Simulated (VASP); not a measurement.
## Si: single point with PBE

The system is Si.

```xyz
1
Lattice="0.0000 1.7329 1.7329 1.7329 0.0000 1.7329 1.7329 1.7329 0.0000" Properties=species:S:1:pos:R:3 pbc="T T T"
Si    0.0000    0.0000    0.0000
```

This cell differs from its parent crystal: volume scaled by 0.720.

```
Program                : VASP 6.6.1
Task                   : single point
Functional             : PBE
Potentials or basis    : VASP PAW PBE potentials, release 64 (Si)
Cutoff                 : 520 eV
k mesh                 : 22 × 22 × 22
Occupations            : gaussian, width 0.05 eV
Spin                   : no spin polarisation
Dipole correction      : no
Further INCAR settings : ALGO = Normal; EDIFF = 1e-06; NBANDS = 8
```

| Property | Result |
| --- | --- |
| Pressure | 54.9 GPa |
| Band gap on the k mesh | zero (band 2 reaches 28.43 eV, above the bottom of band 3 at 11.82 eV) |

Levels at points of the mesh, in eV from the Fermi level:
```
           k point  band 1  band 2  band 3  band 4  band 5  band 6  band 7
(0.00, 0.00, 0.00)  -17.88   13.28   13.28   13.28   15.73   15.73   15.73
(0.50, 0.00, 0.00)   -9.31   -8.75   11.87   11.87   12.07   12.07   17.62
(0.50, 0.50, 0.00)   -7.11   -5.01    3.67    4.33    4.33    9.59   29.81
```

It took 12 s on 1 thread of Intel(R) Xeon(R) Platinum 8375C CPU @ 2.90GHz (Ice Lake), on a shared host, peak memory 0.13 GiB.
